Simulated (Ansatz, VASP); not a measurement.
# One calculation of Al4Co3Ni, two programs

```
Al Co Ni
1.0
     4.18849    0.00000    0.00000
     0.00000    4.18849    0.00000
     0.00000    0.00000    5.92342
Al Co Ni
4 3 1
Direct
  0.00000 0.50000 0.75000
  0.00000 0.50000 0.25000
  0.50000 0.00000 0.75000
  0.50000 0.00000 0.25000
  0.00000 0.00000 0.00000
  0.00000 0.00000 0.50000
  0.50000 0.50000 0.00000
  0.50000 0.50000 0.50000
```

Alike in both runs: task single point; functional PBE; k mesh 4 × 4 × 4; occupations gaussian, width 0.1 eV; collinear spin.

|  | VASP | Ansatz |
| --- | --- | --- |
| version | VASP 6.6.1 | Ansatz 0.2.0 |
| potentials or method | VASP PAW PBE potentials, release 64 (Al, Co, Ni), cutoff 600 eV | scalar-relativistic, plane waves, PAW |
| valence electrons in the cell | 49 | 81 |

```csv
,VASP,Ansatz,Ansatz less VASP
gap on the k mesh at the Fermi level (eV),none,none,-
pressure (GPa),-13.6,-13.6,+0.04
"traceless stress, the component that is largest in VASP (GPa)",-0.37,-0.32,+0.043
rms of the force components (eV/Å),0.096,0.097,+0.0003
net moment per atom (μB),0.13,0.13,+0.005
size of the moment on the site where the two differ most (μB),0.38,0.43,+0.046
```

Site moments also hang on the region over which each program counts them. Atom by atom the forces differ by 0.000 eV/Å (rms over components). A gap of «none» marks a metal or a gap that the smearing closes. VASP's potentials hold 49 valence electrons a cell and Ansatz's 81, so a difference there can come from the potentials and not from the codes. Ansatz's warnings: seeded moment not kept.

The k mesh is coarse, so the values compare programs but aren't converged.
